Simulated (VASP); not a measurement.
# AlN: single point with PBEsol

Crystal: AlN.

```
Al N
1.0
     0.00000    2.18866    2.18866
     2.18866    0.00000    2.18866
     2.18866    2.18866    0.00000
Al N
1 1
Direct
  0.99775 0.01127 0.00225
  0.75434 0.72830 0.74566
```

This cell differs from its parent crystal: atoms displaced along several vibrational modes.

- Program: VASP 6.6.1
- Task: single point
- Functional: PBEsol
- Potentials or basis: VASP PAW PBE potentials, release 64 (Al, N)
- Cutoff: 520 eV
- k mesh: 10 × 10 × 10
- Occupations: gaussian, width 0.05 eV
- Spin: no spin polarisation
- Dipole correction: no
- Further INCAR settings: ALGO = Normal; EDIFF = 1e-07; NBANDS = 11

```json
{
 "Pressure": "1.4 GPa",
 "Largest force": "1.552 eV/Å",
 "Band gap on the k mesh": "2.91 eV (least direct gap 3.79 eV)"
}
```

Forces on the atoms (eV/Å):
```
Al  -1.257  0.306 -0.857
N    1.257 -0.306  0.857
```

Stress tensor (GPa, compression positive):
```
 0.61 -4.15  1.45
-4.15  2.08 -6.14
 1.45 -6.14  1.41
```

Levels at points of the mesh, in eV from the valence-band top:
| k point | band 1 | band 2 | band 3 | band 4 | band 5 | band 6 | band 7 | band 8 |
| --- | --- | --- | --- | --- | --- | --- | --- | --- |
| (0.00, 0.00, 0.00) | -15.19 | -0.54 | -0.26 | 0.00 | 3.79 | 12.12 | 12.14 | 12.19 |
| (0.50, 0.00, 0.00) | -13.13 | -6.13 | -0.96 | -0.57 | 6.94 | 9.44 | 10.61 | 10.88 |
| (0.00, 0.50, 0.00) | -13.11 | -6.25 | -0.74 | -0.52 | 6.86 | 9.34 | 10.71 | 10.88 |
| (0.00, 0.00, 0.50) | -13.12 | -6.17 | -0.91 | -0.53 | 6.91 | 9.41 | 10.61 | 10.92 |
| (0.50, 0.50, 0.50) | -13.14 | -6.03 | -0.99 | -0.74 | 7.03 | 9.51 | 10.59 | 10.79 |
| (0.50, 0.50, 0.00) | -12.49 | -5.19 | -2.14 | -1.93 | 2.92 | 8.14 | 13.45 | 15.28 |
| (0.00, 0.50, 0.50) | -12.49 | -5.19 | -2.21 | -1.89 | 2.93 | 8.17 | 13.45 | 15.25 |
| (0.50, 0.00, 0.50) | -12.49 | -5.20 | -2.04 | -2.02 | 2.91 | 8.11 | 13.45 | 15.31 |

Run time: 3.3 min on 1 thread of AMD EPYC 7R13, with other jobs on the host, peak memory 0.2 GiB.

Caveat: the cell differs from its parent crystal (atoms displaced along several vibrational modes); the PAW data sets were made with another functional, which shifts forces and pressure a little. A k mesh can miss the band edges.
